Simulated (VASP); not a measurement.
Here is a VASP 6.6.1 calculation.

File POSCAR:

```
Pb
1.0
    0.0000000000      2.5075897876      2.5075897876
    2.5075897876      0.0000000000      2.5075897876
    2.5075897876      2.5075897876      0.0000000000
Pb
1
Direct
    0.0000000000      0.0000000000      0.0000000000
```

The input INCAR.step1:

```
SYSTEM = Pb
PREC = Accurate
ENCUT = 520
EDIFF = 1E-5
ISMEAR = -1
SIGMA = 0.05
LREAL = .FALSE.
LASPH = .TRUE.
NELM = 60
ALGO = Normal
ISIF = 2
LWAVE = .TRUE.
LCHARG = .FALSE.
GGA = PE
NBANDS = 13
```

The input INCAR.step2:

```
SYSTEM = Pb
PREC = Accurate
ENCUT = 520
EDIFF = 1E-7
ISMEAR = -1
SIGMA = 0.05
LREAL = .FALSE.
LASPH = .TRUE.
NELM = 60
ALGO = Normal
ISIF = 2
LWAVE = .FALSE.
LCHARG = .FALSE.
GGA = PS
LHFCALC = .TRUE.
AEXX = 0.25
HFSCREEN = 0.207
PRECFOCK = Normal
ISTART = 1
NBANDS = 13
```

File KPOINTS:

```
regular mesh
0
G
  5 5 5
  0 0 0
```

Potentials or basis: VASP PAW PBE potentials, release 64 (Pb_d).

Launch:

```bash
$ cat potpaw_PBE.64/Pb_d/POTCAR > POTCAR
$ cp INCAR.step1 INCAR
$ mpirun -np 1 vasp_std > vasp.out
$ cp INCAR.step2 INCAR
$ mpirun -np 1 vasp_std > vasp.out
```

Estimate the band gap on the k mesh.

zero (bands 7 and 8 overlap by 8.47 eV).

Predict the pressure.

-3.1 GPa.

Caveat: the k points lie up to 0.43 Å⁻¹ apart, too coarse for converged energies and pressures of a metal; the PAW data sets were made with another functional, which shifts forces and pressure a little; spin-orbit coupling is left out, which moves the levels of the heavy elements.
